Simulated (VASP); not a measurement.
# In3Sb (Pm-3m) in VASP: notebook

In3Sb is run at these levels: PBEsol; tasks: single point, relaxation of cell and atoms.

All numbers are computed with VASP 6.6.1; they aren't measurements. Logs are shortened: lines on timing, memory, paths and dates and some standing lists are left out, and cuts for length are marked.

### Step 1. The cell of the first run

The structure is cubic, space group Pm-3m (No. 221). The conventional cell has a = 4.837 Å, b = 4.837 Å, c = 4.837 Å, α = 90.00°, β = 90.00°, γ = 90.00°. In (site symmetry 4/mmm) has 8 In at 3.42 Å and 4 Sb at 3.42 Å within 4.5 Å. Within 4.5 Å of Sb (site symmetry m-3m) lie 12 In at 3.42 Å.

### Step 2. Single point, PBEsol

File INCAR:

```
  ALGO = Fast
  EDIFF = 1E-7
  ENCUT = 520
  GGA = PS
  ISIF = 2
  ISMEAR = 0
  LASPH = T
  LCHARG = F
  LREAL = F
  LWAVE = F
  NBANDS = 30
  NELM = 60
  PREC = Accurate
  SIGMA = 0.1
```

File KPOINTS:

```
k-points
0
Gamma
  10 10 10
```

File POSCAR:

```
In3Sb
1.0
    4.8369620000      0.0000000000      0.0000000000
    0.0000000000      4.8369620000      0.0000000000
    0.0000000000      0.0000000000      4.8369620000
In Sb
3 1
Direct
    0.5000000000      0.5000000000      0.0000000000
    0.5000000000      0.0000000000      0.5000000000
    0.0000000000      0.5000000000      0.5000000000
    0.0000000000      0.0000000000      0.0000000000
```

Potentials or basis: VASP PAW PBE potentials, release 64 (In_d, Sb).

Launch:

```
$ cat potpaw_PBE.64/In_d/POTCAR potpaw_PBE.64/Sb/POTCAR > POTCAR
$ mpirun -np 1 vasp_std > vasp.out
```

OUTCAR:

```text
EDIFF = 1E-7
   ENCUT = 520
   GGA = PS
   ISIF = 2
   ISMEAR = 0
   LASPH = T
   LREAL = F
   NELM = 60
   PREC = Accurate

 ion  position               nearest neighbor table
   1  0.500  0.500  0.000-   2 3.42   3 3.42   4 3.42   2 3.42   3 3.42   2 3.42   4 3.42   2 3.42
                             3 3.42   4 3.42   3 3.42   4 3.42
   2  0.500  0.000  0.500-   1 3.42   3 3.42   4 3.42   1 3.42   4 3.42   1 3.42   3 3.42   1 3.42
                             3 3.42   4 3.42   4 3.42   3 3.42
   3  0.000  0.500  0.500-   1 3.42   2 3.42   4 3.42   1 3.42   4 3.42   2 3.42   4 3.42   4 3.42
                             1 3.42   2 3.42   1 3.42   2 3.42
   4  0.000  0.000  0.000-   1 3.42   2 3.42   3 3.42   2 3.42   3 3.42   1 3.42   3 3.42   3 3.42
                             1 3.42   2 3.42   2 3.42   1 3.42

  LATTYP: Found a simple cubic cell.
 ALAT       =     4.8369620000

  Lattice vectors:

 A1 = (   4.8369620000,   0.0000000000,   0.0000000000)
 A2 = (   0.0000000000,   4.8369620000,   0.0000000000)
 A3 = (   0.0000000000,   0.0000000000,   4.8369620000)

Analysis of symmetry for initial positions (statically):
=====================================================================
 Subroutine PRICEL returns:
 Original cell was already a primitive cell.

 Routine SETGRP: Setting up the symmetry group for a
 simple cubic supercell.

 Subroutine GETGRP returns: Found 48 space group operations
 (whereof 48 operations were pure point group operations)
 out of a pool of 48 trial point group operations.

The static configuration has the point symmetry O_h .

Analysis of symmetry for dynamics (positions and initial velocities):
=====================================================================
 Subroutine PRICEL returns:
 Original cell was already a primitive cell.

 Routine SETGRP: Setting up the symmetry group for a
 simple cubic supercell.

 Subroutine GETGRP returns: Found 48 space group operations
 (whereof 48 operations were pure point group operations)
 out of a pool of 48 trial point group operations.

The dynamic configuration has the point symmetry O_h .

 Subroutine INISYM returns: Found 48 space group operations
 (whereof 48 operations are pure point group operations),
 and found     1 'primitive' translations

----------------------------------------------------------------------------------------

                                     Primitive cell

  volume of cell :     113.1665

  direct lattice vectors                    reciprocal lattice vectors
     4.836962000  0.000000000  0.000000000     0.206741339  0.000000000  0.000000000
     0.000000000  4.836962000  0.000000000     0.000000000  0.206741339  0.000000000
     0.000000000  0.000000000  4.836962000     0.000000000  0.000000000  0.206741339

  length of vectors
     4.836962000  4.836962000  4.836962000     0.206741339  0.206741339  0.206741339

  position of ions in fractional coordinates (direct lattice)
     0.500000000  0.500000000  0.000000000
     0.500000000  0.000000000  0.500000000
     0.000000000  0.500000000  0.500000000
     0.000000000  0.000000000  0.000000000

  ion indices of the primitive-cell ions
   primitive index   ion index
                 1           1
                 2           2
                 3           3
                 4           4

----------------------------------------------------------------------------------------

 KPOINTS: k-points

Automatic generation of k-mesh.
 Grid dimensions read from file:
 generate k-points for:   10   10   10

 Generating k-lattice:

  Cartesian coordinates                     Fractional coordinates (reciprocal lattice)
     0.020674134  0.000000000  0.000000000     0.100000000  0.000000000  0.000000000
     0.000000000  0.020674134  0.000000000     0.000000000  0.100000000  0.000000000
     0.000000000  0.000000000  0.020674134     0.000000000  0.000000000  0.100000000

  Length of vectors
     0.020674134  0.020674134  0.020674134

  Shift w.r.t. Gamma in fractional coordinates (k-lattice)
     0.000000000  0.000000000  0.000000000

 Subroutine IBZKPT returns following result:
 ===========================================

 Found     56 irreducible k-points:

 Following reciprocal coordinates:
            Coordinates               Weight
  0.000000  0.000000  0.000000      1.000000
  0.100000  0.000000  0.000000      6.000000
  0.200000  0.000000  0.000000      6.000000
  0.300000  0.000000  0.000000      6.000000
  0.400000  0.000000  0.000000      6.000000
  0.500000  0.000000  0.000000      3.000000
[... 16 lines left out ...]
  0.200000  0.100000  0.100000     24.000000
  0.300000  0.100000  0.100000     24.000000
 [... further k-points ...]
   k-points           NKPTS =     56   k-points in BZ     NKDIM =     56   number of bands    NBANDS=     30
   number of dos      NEDOS =    301   number of ions     NIONS =      4
   total plane-waves  NPLWV =  46656
   dimension x,y,z NGX =    36 NGY =   36 NGZ =   36
   dimension x,y,z NGXF=    72 NGYF=   72 NGZF=   72
   ions per type =               3   1
   NGX,Y,Z   is equivalent  to a cutoff of  12.37, 12.37, 12.37 a.u.
   NGXF,Y,Z  is equivalent  to a cutoff of  24.75, 24.75, 24.75 a.u.
 SYSTEM =  unknown system
   PREC   = accura    normal or accurate (medium, high low for compatibility)
   ISTART =      0    job   : 0-new  1-cont  2-samecut
   ICHARG =      2    charge: 1-file 2-atom 10-const
   ISPIN  =      1    spin polarized calculation?
   LNONCOLLINEAR =      F non collinear calculations
   LSORBIT =      F    spin-orbit coupling
   LASPH  =      T    aspherical Exc in radial PAW
   ENCUT  =  520.0 eV  38.22 Ry    6.18 a.u.   8.99  8.99  8.99*2*pi/ulx,y,z
   NELM   =     60;   NELMIN=  2; NELMDL= -5     # of ELM steps
   EDIFF  = 0.1E-06   stopping-criterion for ELM
   LREAL  =      F    real-space projection
   EDIFFG = 0.1E-05   stopping-criterion for IOM
   NSW    =      0    number of steps for IOM
   IBRION =     -1    ionic relax: 0-MD 1-quasi-New 2-CG
   NFREE  =      0    steps in history (QN), initial steepest desc. (CG)
   ISIF   =      2    stress and relaxation
   ISYM   =      2    0-nonsym 1-usesym 2-fastsym
   POTIM  = 0.5000    time-step for ionic-motion
   TEBEG  =    0.0;   TEEND  =   0.0 temperature during run
   PSTRESS=    0.0 pullay stress
   NELECT =      44.0000    total number of electrons
   NUPDOWN=      -1.0000    fix difference up-down
   EMIN   =  10.00;   EMAX   =-10.00  energy-range for DOS
   EFERMI =   0.00;   METHOD = LEGACY
   ISMEAR =     0;   SIGMA  =   0.10  broadening in eV -4-tet -1-fermi 0-gaus
   EFERMI_NEDOS =   21; number of points for ismear=-14 and -15
   IALGO  =     68    algorithm
   IMIX   =      4    mixing-type and parameters
     AMIX     =   0.40;   BMIX     =  1.00
     AMIX_MAG =   1.60;   BMIX_MAG =  1.00
  volume/ion in A,a.u.               =      28.29       190.92
  Fermi-wavevector in a.u.,A,eV,Ry     =   1.194867  2.257972 19.425148  1.427708
  Thomas-Fermi vector in A             =   2.330847
   LORBIT       =      0    0 simple, 1 ext, 2 COOP (PROOUT), +10 PAW based schemes
   GGA     = PS    functional components
   LHFCALC =     F    Hartree Fock is set to
   AEXX    =    0.0000 exact exchange contribution
   IVDW    =     0    specifies the selected vdW correction
   LEPSILON=     F    determine dielectric tensor
   LRPA    =     F    only Hartree local field effects (RPA)
 non-spin polarized calculation
 RMM-DIIS sequential band-by-band and
 Gauss-broadening in eV      SIGMA  =   0.10
  energy-cutoff  :      520.00
  volume of cell :      113.17
 maximum number of plane-waves:      3112
 NGX is ok and might be reduce to    36
   NGX = 17   NGY = 17   NGZ = 17

 number of electron      43.9999994 magnetization

 Free energy of the ion-electron system (eV)
  ---------------------------------------------------
  ext. energy  EPLUGINS =         0.00000000
  ---------------------------------------------------
  free energy    TOTEN  =       -13.34906698 eV

  energy without entropy =      -13.33622463  energy(sigma->0) =      -13.34264581

 E-fermi :   6.6516     XC(G=0): -10.0500

 val. band max:        6.6501303015   @ k =   0.3000   0.3000   0.1000
 cond. band min:       6.6528050166   @ k =   0.2000   0.2000   0.2000
 fundamental gap:      0.0026747151
 Fermi energy:         6.6516409957

 k-point     1 :       0.0000    0.0000    0.0000
  band No.  band energies     occupation
      1      -7.8168      2.00000
      2      -7.8152      2.00000
      3      -7.8152      2.00000
      4      -7.8152      2.00000
      5      -7.6856      2.00000
      6      -7.6856      2.00000
[... 22 lines left out ...]
     29      12.7311      0.00000
     30      13.1654      0.00000

 k-point     2 :       0.1000    0.0000    0.0000
  band No.  band energies     occupation
      1      -7.8137      2.00000
      2      -7.8095      2.00000
      3      -7.8067      2.00000
      4      -7.8067      2.00000
      5      -7.6846      2.00000
      6      -7.6799      2.00000
[... 22 lines left out ...]
     29      12.9773      0.00000
     30      13.3785      0.00000

 k-point     3 :       0.2000    0.0000    0.0000
  band No.  band energies     occupation
      1      -7.8095      2.00000
      2      -7.7889      2.00000
      3      -7.7817      2.00000
      4      -7.7817      2.00000
      5      -7.6817      2.00000
      6      -7.6635      2.00000
[... 22 lines left out ...]
     29      13.2570      0.00000
     30      13.4987      0.00000

 k-point     4 :       0.3000    0.0000    0.0000
  band No.  band energies     occupation
      1      -7.8041      2.00000
      2      -7.7591      2.00000
      3      -7.7425      2.00000
      4      -7.7425      2.00000
      5      -7.6772      2.00000
      6      -7.6394      2.00000
[... 22 lines left out ...]
     29      13.5340      0.00000
     30      13.5794      0.00000

 k-point     5 :       0.4000    0.0000    0.0000
  band No.  band energies     occupation
      1      -7.7995      2.00000
      2      -7.7292      2.00000
      3      -7.6937      2.00000
      4      -7.6937      2.00000
      5      -7.6706      2.00000
      6      -7.6138      2.00000
[... 22 lines left out ...]
     29      12.5955      0.00000
     30      12.7834      0.00000
[... 526 lines left out ...]
     29      12.4997      0.00000
     30      13.7116      0.00000

 k-point    22 :       0.1000    0.1000    0.1000
  band No.  band energies     occupation
      1      -7.8070      2.00000
      2      -7.7949      2.00000
      3      -7.7949      2.00000
      4      -7.7913      2.00000
      5      -7.6751      2.00000
      6      -7.6751      2.00000
[... 22 lines left out ...]
     29      13.1233      0.00000
     30      13.3850      0.00000

 k-point    23 :       0.2000    0.1000    0.1000
  band No.  band energies     occupation
      1      -7.7990      2.00000
      2      -7.7820      2.00000
      3      -7.7732      2.00000
      4      -7.7656      2.00000
      5      -7.6722      2.00000
      6      -7.6579      2.00000
[... 22 lines left out ...]
     29      12.6318      0.00000
     30      13.4558      0.00000

 k-point    24 :       0.3000    0.1000    0.1000
  band No.  band energies     occupation
      1      -7.7912      2.00000
      2      -7.7570      2.00000
      3      -7.7390      2.00000
      4      -7.7289      2.00000
      5      -7.6683      2.00000
      6      -7.6334      2.00000
[... 22 lines left out ...]
     29      11.7075      0.00000
     30      13.7228      0.00000

 [... further k-points ...]

------------------------ aborting loop because EDIFF is reached ----------------------------------------

  FORCE on cell =-STRESS in cart. coord.  units (eV):
  Direction    XX          YY          ZZ          XY          YZ          ZX
  --------------------------------------------------------------------------------------
  -------------------------------------------------------------------------------------
  Total       -1.9274504     -1.9274504     -1.9274504      0.0000000      0.0000000     -0.0000000
  in kB      -27.2882548    -27.2882548    -27.2882548      0.0000000      0.0000000     -0.0000000
  external PRESSURE =     -27.2882548 kB  Pullay stress =       0.0000000 kB

 VOLUME and BASIS-vectors are now :
 -----------------------------------------------------------------------------
  energy-cutoff  :      520.00
  volume of cell :      113.17
      direct lattice vectors                 reciprocal lattice vectors
     4.836962000  0.000000000  0.000000000     0.206741339  0.000000000  0.000000000
     0.000000000  4.836962000  0.000000000     0.000000000  0.206741339  0.000000000
     0.000000000  0.000000000  4.836962000     0.000000000  0.000000000  0.206741339

 POSITION                                       TOTAL-FORCE (eV/Angst)
 -----------------------------------------------------------------------------------
      2.41848      2.41848      0.00000         0.000000      0.000000      0.000000
      2.41848      0.00000      2.41848         0.000000      0.000000      0.000000
      0.00000      2.41848      2.41848         0.000000      0.000000      0.000000
      0.00000      0.00000      0.00000         0.000000      0.000000      0.000000
 -----------------------------------------------------------------------------------
    total drift:                                0.000000      0.000000      0.000000

  FREE ENERGIE OF THE ION-ELECTRON SYSTEM (eV)
  ---------------------------------------------------
  free  energy   TOTEN  =       -13.3490669844 eV

  energy  without entropy=      -13.3362246305  energy(sigma->0) =      -13.34264581
```

It took 1.9 min on 1 thread of AMD EPYC 9R45 (Zen 5), shared host; peak memory 0.28 GiB.

Results:

```yaml
Free_energy: -13.3491 eV
Pressure: -2.7 GPa
Band_gap_on_the_k_mesh: zero (bands 22 and 23 overlap by 3.54 eV)
```

Caveat: the PAW data sets were made with another functional, which shifts forces and pressure a little; spin-orbit coupling is left out, which moves the levels of the heavy elements.

### Step 3. Relaxation of cell and atoms, PBEsol

File INCAR:

```
PREC = Accurate
ENCUT = 600
EDIFF = 1E-6
ISMEAR = 0
SIGMA = 0.1
LREAL = F
LASPH = T
NELM = 100
ALGO = Fast
ISIF = 3
LWAVE = F
LCHARG = F
GGA = PS
IBRION = 2
NSW = 80
EDIFFG = -0.01
```

File KPOINTS:

```
regular mesh
0
Gamma
  10 10 10
```

POSCAR is that of step 2.

Potentials or basis: VASP PAW PBE potentials, release 64 (In_d, Sb).

Launch:

```
$ cat potpaw_PBE.64/In_d/POTCAR potpaw_PBE.64/Sb/POTCAR > POTCAR
$ mpirun -np 1 vasp_std > vasp.out
```

Wall time 5.1 min (1 thread of AMD EPYC 9R45 (Zen 5), shared host); peak memory 0.35 GiB.

Results (log left out):

```
Free energy                           : -13.4189 eV
Relaxed volume                        : 26.40 Å³/atom
Relaxed cell                          : a = 4.727 Å, b = 4.727 Å, c = 4.727 Å, α = 90.00°, β = 90.00°, γ = 90.00°
Space group after relaxing (to 0.1 Å) : Pm-3m (No. 221)
Energy gained by relaxing             : 17.3 meV/atom
Ionic steps                           : 3
Pressure after relaxing               : 0.0 GPa
Band gap on the k mesh                : zero (bands 22 and 23 overlap by 3.88 eV)
```

Step by step:
```tsv
step	energy change (eV)	largest force (eV/Å)	pressure (GPa)	volume (Å³)
1	0.0000	0.0000	-2.59	113.17
2	-0.0689	0.0000	-0.12	105.85
3	-0.0690	0.0000	-0.04	105.60
```

Final structure:
```
In Sb
1.0
     4.72671    0.00000    0.00000
     0.00000    4.72671    0.00000
     0.00000    0.00000    4.72671
In Sb
3 1
Direct
  0.50000 0.50000 0.00000
  0.50000 0.00000 0.50000
  0.00000 0.50000 0.50000
  0.00000 0.00000 0.00000
```

Levels at points of the mesh, in eV from the Fermi level:
| k point | band 19 | band 20 | band 21 | band 22 | band 23 | band 24 | band 25 | band 26 |
| --- | --- | --- | --- | --- | --- | --- | --- | --- |
| (0.00, 0.00, 0.00) | -3.03 | -3.03 | -2.23 | -2.23 | 2.42 | 2.42 | 2.42 | 3.99 |
| (0.50, 0.00, 0.00) | -1.63 | -1.63 | -1.58 | -0.26 | -0.26 | 0.20 | 1.03 | 4.79 |
| (0.50, 0.50, 0.00) | -5.88 | -0.58 | -0.07 | 0.47 | 0.47 | 1.53 | 1.57 | 1.57 |
| (0.50, 0.50, 0.50) | -4.42 | -4.23 | -4.23 | -4.23 | -3.33 | 5.67 | 5.67 | 5.67 |

Caveat: the PAW data sets were made with another functional, which shifts forces and pressure a little; spin-orbit coupling is left out, which moves the levels of the heavy elements.

### Step 4. Relaxation of cell and atoms, PBEsol

File INCAR:

```
SYSTEM = In3Sb
PREC = Accurate ; ENCUT = 600
EDIFF = 1E-7 ; ISMEAR = 0
SIGMA = 0.1 ; LREAL = .False.
LASPH = .True. ; NELM = 80
ALGO = Fast ; ISIF = 3
LWAVE = .False. ; LCHARG = .False.
GGA = PS ; IBRION = 2
NSW = 80 ; EDIFFG = -0.01
```

File KPOINTS:

```
regular mesh
0
Gamma
  10 10 10
  0 0 0
```

POSCAR is that of step 3.

Launch:

```
$ cat potpaw_PBE.64/In_d/POTCAR potpaw_PBE.64/Sb/POTCAR > POTCAR
$ mpirun -np 1 vasp_std > vasp.out
```

Wall time 4.8 min (1 thread of AMD EPYC 9R45 (Zen 5), shared host); peak memory 0.34 GiB.

Results (log left out):

```yaml
Free_energy: -13.4189 eV
Relaxed_volume: 26.39 Å³/atom
Relaxed_cell: a = 4.726 Å, b = 4.726 Å, c = 4.726 Å, α = 90.00°, β = 90.00°, γ = 90.00°
Space_group_after_relaxing_to_0.1_Å: Pm-3m (No. 221)
Energy_gained_by_relaxing: 17.3 meV/atom
Ionic_steps: 2
Pressure_after_relaxing: 0.0 GPa
Band_gap_on_the_k_mesh: zero (bands 22 and 23 overlap by 3.88 eV)
```

Step by step:
```
step  energy change (eV)  largest force (eV/Å)  pressure (GPa)  volume (Å³)
   1              0.0000                0.0000           -2.68       113.17
   2             -0.0690                0.0000           -0.04       105.58
```

Final structure:
```cif
data_structure
_symmetry_space_group_name_H-M 'P 1'
_symmetry_Int_Tables_number 1
_cell_length_a 4.7264
_cell_length_b 4.7264
_cell_length_c 4.7264
_cell_angle_alpha 90.000
_cell_angle_beta 90.000
_cell_angle_gamma 90.000
_cell_volume 105.58
loop_
_atom_site_label
_atom_site_type_symbol
_atom_site_fract_x
_atom_site_fract_y
_atom_site_fract_z
_atom_site_occupancy
In1 In 0.50000 0.50000 0.00000 1
In2 In 0.50000 0.00000 0.50000 1
In3 In 0.00000 0.50000 0.50000 1
Sb1 Sb 0.00000 0.00000 0.00000 1
```

Levels at points of the mesh, in eV from the Fermi level:
```csv
k point,band 20,band 21,band 22,band 23,band 24,band 25
"(0.00, 0.00, 0.00)",-3.03,-2.23,-2.23,2.42,2.42,2.42
"(0.50, 0.00, 0.00)",-1.63,-1.58,-0.26,-0.26,0.20,1.03
"(0.50, 0.50, 0.00)",-0.58,-0.07,0.47,0.47,1.53,1.57
"(0.50, 0.50, 0.50)",-4.23,-4.23,-4.23,-3.33,5.67,5.67
```

Caveat: the PAW data sets were made with another functional, which shifts forces and pressure a little; spin-orbit coupling is left out, which moves the levels of the heavy elements.

The gap in the log of VASP goes by the Fermi energy; the results here count the filled bands.